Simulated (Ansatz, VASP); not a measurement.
**Two plane-wave programs on Ca**

```xyz
1
Lattice="3.6631 0.0000 0.0000 0.0000 3.6631 0.0000 0.0000 0.0000 3.4887" Properties=species:S:1:pos:R:3 pbc="T T T"
Ca    0.0000    0.0000    0.0000
```

Change from the starting cell: strain +0.050 along x and y, +0.000 along z, atoms carried along.

Alike in both runs: task single point; functional LDA; k mesh 14 × 14 × 14; occupations gaussian, width 0.15 eV; no spin polarisation.

|  | VASP | Ansatz |
| --- | --- | --- |
| version | VASP 6.6.1 | Ansatz 0.2.0 |
| potentials or method | VASP PAW LDA potentials, release 64 (Ca_sv), cutoff 520 eV | scalar-relativistic, plane waves, PAW |
| valence electrons in the cell | 10 | 10 |

```csv
,VASP,Ansatz,Ansatz less VASP
gap on the k mesh at the Fermi level (eV),none,none,-
pressure (GPa),-1.8,-1.8,+0.02
"traceless stress, the component that is largest in VASP (GPa)",1.29,1.28,-0.008
```

LDA's correlation is that of Perdew and Zunger in VASP and of Perdew and Wang (1992) in Ansatz. A gap of «none» marks a metal or a gap that the smearing closes.
